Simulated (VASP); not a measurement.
# LaRe (Pm-3m) in VASP: further runs

The runs below take LaRe through single point, with r2SCAN.

All numbers are computed with VASP 6.6.1; they aren't measurements. Logs are shortened: lines on timing, memory, paths and dates and some standing lists are left out, and cuts for length are marked.

## 1. The cell of the first run

It takes space group Pm-3m (No. 221, cubic). Conventional cell: a = 3.597 Å, b = 3.597 Å, c = 3.597 Å, α = 90.00°, β = 90.00°, γ = 90.00°. Within 4.1 Å of La (site symmetry m-3m) lie 8 Re at 3.12 Å and 6 La at 3.60 Å. Within 4.1 Å of Re (site symmetry m-3m) lie 8 La at 3.12 Å and 6 Re at 3.60 Å.

## 2. Single point, r2SCAN (23.27 Å³/atom)

Contents of POSCAR:

```
LaRe
1.0
    3.5970124695      0.0000000000      0.0000000000
    0.0000000000      3.5970124695      0.0000000000
    0.0000000000      0.0000000000      3.5970124695
La Re
1 1
Direct
    0.0000000000      0.0000000000      0.0000000000
    0.5000000000      0.5000000000      0.5000000000
```

Contents of INCAR.step1:

```
PREC = Accurate
ENCUT = 520
ISMEAR = 0
SIGMA = 0.05
LREAL = F
LASPH = T
NELM = 80
NBANDS = 16
GGA = PE
ALGO = Normal
EDIFF = 1E-4
LWAVE = T
LCHARG = F
```

Contents of INCAR.step2:

```
PREC = Accurate
ENCUT = 520
EDIFF = 1E-7
ISMEAR = 0
SIGMA = 0.05
LREAL = F
LASPH = T
NELM = 80
ALGO = Normal
ISIF = 2
LWAVE = F
LCHARG = F
METAGGA = R2SCAN
LMIXTAU = T
NBANDS = 16
ISTART = 1
```

Contents of KPOINTS:

```
regular mesh
0
Gamma
  10 10 10
```

Potentials or basis: VASP PAW PBE potentials, release 64 (La, Re).

Command:

```bash
$ cat potpaw_PBE.64/La/POTCAR potpaw_PBE.64/Re/POTCAR > POTCAR
$ cp INCAR.step1 INCAR
$ mpirun -np 1 vasp_std > vasp.out
$ cp INCAR.step2 INCAR
$ mpirun -np 1 vasp_std > vasp.out
```

OUTCAR:

```text
PREC = Accurate
   ENCUT = 520
   EDIFF = 1E-7
   ISMEAR = 0
   LREAL = F
   LASPH = T
   NELM = 80
   ISIF = 2
   METAGGA = R2SCAN
   ISTART = 1

 ion  position               nearest neighbor table
   1  0.000  0.000  0.000-   2 3.12   2 3.12   2 3.12   2 3.12   2 3.12   2 3.12   2 3.12   2 3.12

   2  0.500  0.500  0.500-   1 3.12   1 3.12   1 3.12   1 3.12   1 3.12   1 3.12   1 3.12   1 3.12

  LATTYP: Found a simple cubic cell.
 ALAT       =     3.5970124695

  Lattice vectors:

 A1 = (   3.5970124695,   0.0000000000,   0.0000000000)
 A2 = (   0.0000000000,   3.5970124695,   0.0000000000)
 A3 = (   0.0000000000,   0.0000000000,   3.5970124695)

Analysis of symmetry for initial positions (statically):
=====================================================================
 Subroutine PRICEL returns:
 Original cell was already a primitive cell.

 Routine SETGRP: Setting up the symmetry group for a
 simple cubic supercell.

 Subroutine GETGRP returns: Found 48 space group operations
 (whereof 48 operations were pure point group operations)
 out of a pool of 48 trial point group operations.

The static configuration has the point symmetry O_h .

Analysis of symmetry for dynamics (positions and initial velocities):
=====================================================================
 Subroutine PRICEL returns:
 Original cell was already a primitive cell.

 Routine SETGRP: Setting up the symmetry group for a
 simple cubic supercell.

 Subroutine GETGRP returns: Found 48 space group operations
 (whereof 48 operations were pure point group operations)
 out of a pool of 48 trial point group operations.

The dynamic configuration has the point symmetry O_h .

 Subroutine INISYM returns: Found 48 space group operations
 (whereof 48 operations are pure point group operations),
 and found     1 'primitive' translations

----------------------------------------------------------------------------------------

                                     Primitive cell

  volume of cell :      46.5399

  direct lattice vectors                    reciprocal lattice vectors
     3.597012470  0.000000000  0.000000000     0.278008489  0.000000000  0.000000000
     0.000000000  3.597012470  0.000000000     0.000000000  0.278008489  0.000000000
     0.000000000  0.000000000  3.597012470     0.000000000  0.000000000  0.278008489

  length of vectors
     3.597012470  3.597012470  3.597012470     0.278008489  0.278008489  0.278008489

  position of ions in fractional coordinates (direct lattice)
[... 79 lines left out ...]
   EDIFF  = 0.1E-06   stopping-criterion for ELM
   LREAL  =      F    real-space projection
   EDIFFG = 0.1E-05   stopping-criterion for IOM
   NSW    =      0    number of steps for IOM
   IBRION =     -1    ionic relax: 0-MD 1-quasi-New 2-CG
   NFREE  =      0    steps in history (QN), initial steepest desc. (CG)
   ISIF   =      2    stress and relaxation
   ISYM   =      2    0-nonsym 1-usesym 2-fastsym
   POTIM  = 0.5000    time-step for ionic-motion
   TEBEG  =    0.0;   TEEND  =   0.0 temperature during run
   PSTRESS=    0.0 pullay stress
   NELECT =      18.0000    total number of electrons
   NUPDOWN=      -1.0000    fix difference up-down
   EMIN   =  10.00;   EMAX   =-10.00  energy-range for DOS
   EFERMI =   0.00;   METHOD = LEGACY
   ISMEAR =     0;   SIGMA  =   0.05  broadening in eV -4-tet -1-fermi 0-gaus
   EFERMI_NEDOS =   21; number of points for ismear=-14 and -15
   IALGO  =     38    algorithm
   IMIX   =      4    mixing-type and parameters
     AMIX     =   0.40;   BMIX     =  1.00
     AMIX_MAG =   1.60;   BMIX_MAG =  1.00
  volume/ion in A,a.u.               =      23.27       157.03
  Fermi-wavevector in a.u.,A,eV,Ry     =   1.192771  2.254010 19.357043  1.422703
  Thomas-Fermi vector in A             =   2.328801
   LORBIT       =      0    0 simple, 1 ext, 2 COOP (PROOUT), +10 PAW based schemes
   METAGGA = R2SCAN    functional components
   LHFCALC =     F    Hartree Fock is set to
   AEXX    =    0.0000 exact exchange contribution
   IVDW    =     0    specifies the selected vdW correction
   LEPSILON=     F    determine dielectric tensor
   LRPA    =     F    only Hartree local field effects (RPA)
 non-spin polarized calculation
 Gauss-broadening in eV      SIGMA  =   0.05
  energy-cutoff  :      520.00
  volume of cell :       46.54
 maximum number of plane-waves:      1269
 NGX is ok and might be reduce to    28
   NGX = 13   NGY = 13   NGZ = 13

 number of electron      18.0000002 magnetization

 Free energy of the ion-electron system (eV)
  ---------------------------------------------------
  ext. energy  EPLUGINS =         0.00000000
  ---------------------------------------------------
  free energy    TOTEN  =       -80.48611112 eV

  energy without entropy =      -80.48105751  energy(sigma->0) =      -80.48358432

 E-fermi :   8.0435     XC(G=0): -12.2469

 val. band max:        8.0309391532   @ k =   0.2000   0.2000   0.1000
 cond. band min:       8.0553689206   @ k =   0.3000   0.2000   0.0000
 fundamental gap:      0.0244297675
 Fermi energy:         8.0435099991

 k-point     1 :       0.0000    0.0000    0.0000
  band No.  band energies     occupation
      1     -24.4000      2.00000
      2      -7.2848      2.00000
      3      -7.2848      2.00000
      4      -7.2848      2.00000
      5       2.9088      2.00000
      6       4.9593      2.00000
[... 433 lines left out ...]
      3      -7.3588      2.00000
      4      -7.3546      2.00000
      5       4.9133      2.00000
      6       5.8254      2.00000
[... 8 lines left out ...]
     15      12.2669      0.00000
     16      12.2745      0.00000

 [... further k-points ...]

------------------------ aborting loop because EDIFF is reached ----------------------------------------

  FORCE on cell =-STRESS in cart. coord.  units (eV):
  Direction    XX          YY          ZZ          XY          YZ          ZX
  --------------------------------------------------------------------------------------
  -------------------------------------------------------------------------------------
  Total       -0.5770926     -0.5770926     -0.5770926      0.0000000      0.0000000     -0.0000000
  in kB      -19.8669057    -19.8669057    -19.8669057      0.0000000      0.0000000     -0.0000000
  external PRESSURE =     -19.8669057 kB  Pullay stress =       0.0000000 kB

 VOLUME and BASIS-vectors are now :
 -----------------------------------------------------------------------------
  energy-cutoff  :      520.00
  volume of cell :       46.54
      direct lattice vectors                 reciprocal lattice vectors
     3.597012470  0.000000000  0.000000000     0.278008489  0.000000000  0.000000000
     0.000000000  3.597012470  0.000000000     0.000000000  0.278008489  0.000000000
     0.000000000  0.000000000  3.597012470     0.000000000  0.000000000  0.278008489

 POSITION                                       TOTAL-FORCE (eV/Angst)
 -----------------------------------------------------------------------------------
      0.00000      0.00000      0.00000         0.000000      0.000000      0.000000
      1.79851      1.79851      1.79851         0.000000      0.000000      0.000000
 -----------------------------------------------------------------------------------
    total drift:                                0.000000      0.000000      0.000000

  FREE ENERGIE OF THE ION-ELECTRON SYSTEM (eV)
  ---------------------------------------------------
  free  energy   TOTEN  =       -80.4861111211 eV

  energy  without entropy=      -80.4810575130  energy(sigma->0) =      -80.48358432
```

OUTCAR.step1:

```text
PREC = Accurate
   ENCUT = 520
   ISMEAR = 0
   LREAL = F
   LASPH = T
[... 678 lines left out ...]
 -----------------------------------------------------------------------------------
      0.00000      0.00000      0.00000         0.000000      0.000000      0.000000
      1.79851      1.79851      1.79851         0.000000      0.000000      0.000000
 -----------------------------------------------------------------------------------
    total drift:                                0.000000      0.000000      0.000000

  FREE ENERGIE OF THE ION-ELECTRON SYSTEM (eV)
  ---------------------------------------------------
  free  energy   TOTEN  =       -15.6721388478 eV

  energy  without entropy=      -15.6674499142  energy(sigma->0) =      -15.66979438
```

It took 5.1 min on 1 thread of AMD EPYC 7R43 (Zen 3), shared host; peak memory 0.19 GiB.

Results:

```yaml
Free_energy: -80.4861 eV
Pressure: -2.0 GPa
Band_gap_on_the_k_mesh: zero (bands 9 and 10 overlap by 2.25 eV)
```

Levels at points of the mesh, in eV from the Fermi level:
```
           k point  band 7  band 8  band 9  band 10  band 11  band 12
(0.00, 0.00, 0.00)   -3.08   -0.08   -0.08    -0.08     3.89     3.89
(0.50, 0.00, 0.00)   -1.01   -0.08   -0.08     0.20     0.97     1.68
(0.50, 0.50, 0.00)   -1.53   -1.53    1.68     1.82     2.72     2.72
(0.50, 0.50, 0.50)   -0.93   -0.13   -0.13    -0.13     1.57     1.90
```

Caveat: the PAW data sets were made with another functional, which shifts forces and pressure a little; spin-orbit coupling is left out, which moves the levels of the heavy elements.

## 3. Single point, r2SCAN (23.73 Å³/atom)

This run uses another cell than the first one, of 23.73 Å³/atom.

Contents of POSCAR:

```
LaRe
1.0
    3.6203703478      0.0000000000      0.0000000000
    0.0000000000      3.6203703478      0.0000000000
    0.0000000000      0.0000000000      3.6203703478
La Re
1 1
Direct
    0.0000000000      0.0000000000      0.0000000000
    0.5000000000      0.5000000000      0.5000000000
```

Contents of INCAR.step1:

```
PREC = Accurate
ENCUT = 520
ISMEAR = 0
SIGMA = 0.05
LREAL = False
LASPH = True
NELM = 80
NBANDS = 16
GGA = PE
ALGO = Normal
EDIFF = 1E-4
LWAVE = True
LCHARG = False
```

Contents of INCAR.step2:

```
PREC = Accurate
ENCUT = 520
EDIFF = 1E-6
ISMEAR = 0
SIGMA = 0.05
LREAL = False
LASPH = True
NELM = 80
ALGO = Normal
ISIF = 2
LWAVE = False
LCHARG = False
METAGGA = R2SCAN
LMIXTAU = True
NBANDS = 16
ISTART = 1
```

Contents of KPOINTS:

```
Automatic mesh
0
Gamma
  10 10 10
```

Potentials or basis: VASP PAW PBE potentials, release 64 (La, Re).

Command:

```bash
$ cat potpaw_PBE.64/La/POTCAR potpaw_PBE.64/Re/POTCAR > POTCAR
$ cp INCAR.step1 INCAR
$ mpirun -np 1 vasp_std > vasp.out
$ cp INCAR.step2 INCAR
$ mpirun -np 1 vasp_std > vasp.out
```

It took 4.7 min on 1 thread of AMD EPYC 7R43 (Zen 3), shared host; peak memory 0.19 GiB.

The run converged. Its results:

| Quantity | Value |
| --- | --- |
| Free energy | -80.4704 eV |
| Pressure | -3.6 GPa |
| Band gap on the k mesh | zero (bands 9 and 10 overlap by 2.20 eV) |

Levels at points of the mesh, in eV from the Fermi level:
| k point | band 5 | band 6 | band 7 | band 8 | band 9 | band 10 | band 11 | band 12 | band 13 | band 14 |
| --- | --- | --- | --- | --- | --- | --- | --- | --- | --- | --- |
| (0.00, 0.00, 0.00) | -5.12 | -2.97 | -2.97 | -0.06 | -0.06 | -0.06 | 3.85 | 3.85 | 3.85 | 3.90 |
| (0.50, 0.00, 0.00) | -1.78 | -1.74 | -1.02 | -0.08 | -0.08 | 0.22 | 1.02 | 1.65 | 2.83 | 2.83 |
| (0.50, 0.50, 0.00) | -4.13 | -2.30 | -1.47 | -1.47 | 1.65 | 1.80 | 2.67 | 2.67 | 3.88 | 3.93 |
| (0.50, 0.50, 0.50) | -0.89 | -0.89 | -0.89 | -0.15 | -0.15 | -0.15 | 1.53 | 1.88 | 1.88 | 4.02 |

Caveat: the cell stands under tension; the PAW data sets were made with another functional, which shifts forces and pressure a little; spin-orbit coupling is left out, which moves the levels of the heavy elements.

## 4. Single point, r2SCAN (24.41 Å³/atom)

This run uses another cell than the first one, of 24.41 Å³/atom.

Contents of POSCAR:

```
LaRe
1.0
    3.6548521407      0.0000000000      0.0000000000
    0.0000000000      3.6548521407      0.0000000000
    0.0000000000      0.0000000000      3.6548521407
La Re
1 1
Direct
    0.0000000000      0.0000000000      0.0000000000
    0.5000000000      0.5000000000      0.5000000000
```

Contents of INCAR.step1:

```
SYSTEM = LaRe
ALGO = Normal
EDIFF = 1E-4
ENCUT = 520
GGA = PE
ISMEAR = 0
LASPH = .True.
LCHARG = .False.
LREAL = .False.
LWAVE = .True.
NBANDS = 16
NELM = 80
PREC = Accurate
SIGMA = 0.05
```

Contents of INCAR.step2:

```
SYSTEM = LaRe
ALGO = Normal
EDIFF = 1E-6
ENCUT = 520
ISIF = 2
ISMEAR = 0
ISTART = 1
LASPH = .True.
LCHARG = .True.
LELF = .True.
LMIXTAU = .True.
LREAL = .False.
LVHAR = .True.
LWAVE = .False.
METAGGA = R2SCAN
NBANDS = 16
NELM = 80
PREC = Accurate
SIGMA = 0.05
```

Contents of KPOINTS:

```
k-points
0
Gamma
  10 10 10
  0 0 0
```

Command:

```bash
$ cat potpaw_PBE.64/La/POTCAR potpaw_PBE.64/Re/POTCAR > POTCAR
$ cp INCAR.step1 INCAR
$ mpirun -np 1 vasp_std > vasp.out
$ cp INCAR.step2 INCAR
$ mpirun -np 1 vasp_std > vasp.out
```

Run time: 3.6 min. Hardware: 1 thread of AMD EPYC 7R43 (Zen 3), shared host; peak memory 0.19 GiB.

The run converged. Its results:

| Property | Result |
| --- | --- |
| Free energy | -80.4310 eV |
| Pressure | -5.7 GPa |
| Band gap on the k mesh | zero (bands 9 and 10 overlap by 2.12 eV) |

Levels at points of the mesh, in eV from the Fermi level:
| k point | band 6 | band 7 | band 8 | band 9 | band 10 | band 11 | band 12 | band 13 |
| --- | --- | --- | --- | --- | --- | --- | --- | --- |
| (0.00, 0.00, 0.00) | -2.82 | -2.82 | -0.03 | -0.03 | -0.03 | 3.79 | 3.79 | 3.79 |
| (0.50, 0.00, 0.00) | -1.66 | -1.03 | -0.07 | -0.07 | 0.24 | 1.08 | 1.62 | 2.81 |
| (0.50, 0.50, 0.00) | -2.22 | -1.38 | -1.38 | 1.61 | 1.76 | 2.60 | 2.60 | 3.81 |
| (0.50, 0.50, 0.50) | -0.82 | -0.82 | -0.19 | -0.19 | -0.19 | 1.48 | 1.84 | 1.84 |

Caveat: the cell stands under tension; the PAW data sets were made with another functional, which shifts forces and pressure a little; spin-orbit coupling is left out, which moves the levels of the heavy elements.

## 5. Summary

| cell | gap on the mesh (eV) | pressure (GPa) |
| --- | --- | --- |
| a = 3.597 Å, 2 atoms | none | -2.0 |
| a = 3.620 Å, 2 atoms | none | -3.6 |
| a = 3.655 Å, 2 atoms | none | -5.7 |

Alike in all rows: task single point; level r2SCAN; potentials or basis VASP PAW PBE potentials, release 64 (La, Re); no spin polarisation; k mesh 10 × 10 × 10; cutoff (eV) 520; smearing gaussian 0.05 eV.

Caveats: the PAW data sets were made with another functional, which shifts forces and pressure a little; spin-orbit coupling is left out, which moves the levels of the heavy elements; the cell stands under tension (at least some runs).

Total energies depend on the potentials used, so only differences within one code and one set of settings carry meaning.

The gap in the log of VASP goes by the Fermi energy; the results here count the filled bands.